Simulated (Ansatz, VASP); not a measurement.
# Ta: VASP beside Ansatz

The input INCAR:

```
SYSTEM = Ta
PREC = Accurate
ENCUT = 520
EDIFF = 1E-6
ISMEAR = 0
SIGMA = 0.15
LREAL = .FALSE.
LASPH = .TRUE.
NELM = 60
ALGO = Fast
ISIF = 2
LWAVE = .FALSE.
LCHARG = .TRUE.
GGA = PS
LELF = .TRUE.
LVHAR = .TRUE.
NBANDS = 30
```

File KPOINTS:

```
regular mesh
0
G
  22 22 7
  0 0 0
```

The input POSCAR:

```
Ta
1.0
   -1.6402597622      1.6402597622     -1.6402597622
   -1.6402597622     -1.6402597622      1.6402597622
   -0.3280519524      6.5610390490      6.5610390490
Ta
4
Direct
   -0.0875000000     -0.0875000000      0.8750000000
    0.4875000000      0.4875000000      0.1250000000
   -0.0375000000     -0.0375000000      0.3750000000
    0.4375000000      0.4375000000      0.6250000000
```

Input for Ansatz:

```yaml
crystal:
  lattice:
    - [-1.6402597622, 1.6402597622, -1.6402597622]
    - [-1.6402597622, -1.6402597622, 1.6402597622]
    - [-0.3280519524, 6.561039049, 6.561039049]
  atoms:
    - { symbol: Ta, position: [-0.0875, -0.0875, 0.875] }
    - { symbol: Ta, position: [0.4875, 0.4875, 0.125] }
    - { symbol: Ta, position: [-0.0375, -0.0375, 0.375] }
    - { symbol: Ta, position: [0.4375, 0.4375, 0.625] }
basis:
  ecutwfc: 420
kpoints:
  mp_grid: { grid: [22, 22, 7] }
hamiltonian:
  xc: pbesol
scf:
  occupations: { method: gaussian, width: 0.15 }
output:
  forces: true
  stress: true
  eigenvalues: true
```

Alike in both runs: task single point; functional PBEsol; k mesh 22 × 22 × 7; occupations gaussian, width 0.15 eV; no spin polarisation.

```csv
,VASP,Ansatz
version,VASP 6.6.1,Ansatz 0.2.0
potentials or method,"VASP PAW PBE potentials, release 64 (Ta_pv), cutoff 520 eV","scalar-relativistic, plane waves, PAW"
valence electrons in the cell,44,52
```

Ansatz gave:

| Property | Result |
| --- | --- |
| gap on the k mesh at the Fermi level (eV) | none |
| pressure (GPa) | 0.5 |
| traceless stress, the component that is largest in VASP (GPa) | 1.53 |
| rms of the force components (eV/Å) | 0.367 |

Question: Which values does VASP return?

Answer: gap on the k mesh at the Fermi level (eV): none; pressure (GPa): 0.7; traceless stress, the component that is largest in VASP (GPa): 1.55; rms of the force components (eV/Å): 0.369.

VASP's potentials were made for PBE, not for PBEsol. Atom by atom the forces differ by 0.003 eV/Å (rms over components). A gap of «none» marks a metal or a gap that the smearing closes. VASP's potentials hold 44 valence electrons a cell and Ansatz's 52, so a difference there can come from the potentials and not from the codes.

Spin-orbit coupling is off throughout.
